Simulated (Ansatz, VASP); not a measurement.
**Two plane-wave programs on TiAl**

```
Ti Al
1.0
     3.04025    0.00000    0.00000
     0.00000    3.38742    0.00000
     0.00000    0.00000    3.15608
Ti Al
1 1
Direct
  0.00000 0.00000 0.00000
  0.50000 0.50000 0.50000
```

Change from the starting cell: normal strain along x -0.0367, normal strain along y +0.0733.

Alike in both runs: task single point; functional PBEsol; k mesh 14 × 14 × 14; occupations gaussian, width 0.15 eV; no spin polarisation.

|  | VASP | Ansatz |
| --- | --- | --- |
| version | VASP 6.6.1 | Ansatz 0.2.0 |
| potentials or method | VASP PAW PBE potentials, release 64 (Ti_sv, Al), cutoff 520 eV | scalar-relativistic, plane waves, PAW |
| valence electrons in the cell | 15 | 15 |

|  | VASP | Ansatz | Ansatz less VASP |
| --- | --- | --- | --- |
| gap on the k mesh at the Fermi level (eV) | none | none | - |
| pressure (GPa) | -3.5 | -3.6 | -0.09 |
| traceless stress, the component that is largest in VASP (GPa) | 4.13 | 4.13 | +0.007 |

VASP's potentials were made for PBE, not for PBEsol, and Ansatz warns of the same on its side. A gap of «none» marks a metal or a gap that the smearing closes. With one functional, cell and mesh, what is left measures potentials, basis and numerics.
